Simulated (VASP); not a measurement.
Runs of VASP 6.6.1 on BN. The structure is that of space group C2/m (No. 12), or close to it. The cells are those of the table. 

| cell | gap on the mesh (eV) | pressure (GPa) | largest force (eV/Å) |
| --- | --- | --- | --- |
| a = 2.506, b = 2.506, c = 13.239 Å, angles 88.6, 88.6, 60.0°, 8 atoms | 4.10 | 0.1 | 0.02 |
| a = 2.506, b = 2.506, c = 13.357 Å, angles 83.3, 83.3, 60.0°, 8 atoms | 3.91 | 0.1 | 0.05 |
| a = 2.506, b = 2.506, c = 13.474 Å, angles 80.6, 80.6, 60.0°, 8 atoms | (b) | 0.0 | 0.03 |
| a = 2.506, b = 2.506, c = 13.411 Å, angles 81.9, 81.9, 60.0°, 8 atoms | 3.97 | 0.1 | 0.05 |
| a = 2.506, b = 2.506, c = 13.253 Å, angles 87.3, 87.3, 60.0°, 8 atoms | (a) | 0.1 | 0.04 |

Alike in all rows: task single point; level PBE+D3(BJ); potentials or basis VASP PAW PBE potentials, release 64 (B, N); no spin polarisation; k mesh 10 × 10 × 2; cutoff (eV) 520; smearing gaussian 0.05 eV.

Q: Estimate the missing entries.

A: (a) 3.99; (b) 4.04.

A k mesh can miss the band edges.
